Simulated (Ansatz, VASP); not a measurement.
**Two plane-wave programs on Os**

```
CELL_PARAMETERS angstrom
2.73410 0.00000 0.00000
-1.36705 2.36780 0.00000
0.00000 0.00000 3.83373
ATOMIC_POSITIONS crystal
Os 0.33333 0.66667 0.25000
Os 0.66667 0.33333 0.75000
```

Change from the starting cell: strain -0.1125 x Voigt [0, 0, 1, 0, 0, 0], atoms carried along.

Alike in both runs: task single point; functional r2SCAN; k mesh 21 × 21 × 12; occupations gaussian, width 0.15 eV; no spin polarisation.

|  | VASP | Ansatz |
| --- | --- | --- |
| version | VASP 6.6.1 | Ansatz 0.2.0 |
| potentials or method | VASP PAW PBE potentials, release 64 (Os), cutoff 520 eV | scalar-relativistic, plane waves, PAW |
| valence electrons in the cell | 16 | 32 |

```csv
,VASP,Ansatz,Ansatz less VASP
gap on the k mesh at the Fermi level (eV),none,none,-
pressure (GPa),85.2,81.5,-3.72
"traceless stress, the component that is largest in VASP (GPa)",66.73,66.66,-0.077
```

VASP's potentials were made for PBE, not for r2SCAN. A gap of «none» marks a metal or a gap that the smearing closes. Both programs put the cell under a high pressure, so it lies far from rest at this level. VASP's potentials hold 16 valence electrons a cell and Ansatz's 32, so a difference there can come from the potentials and not from the codes.

Spin-orbit coupling is off throughout. Noted on VASP's run: the cell as given lies far from equilibrium.
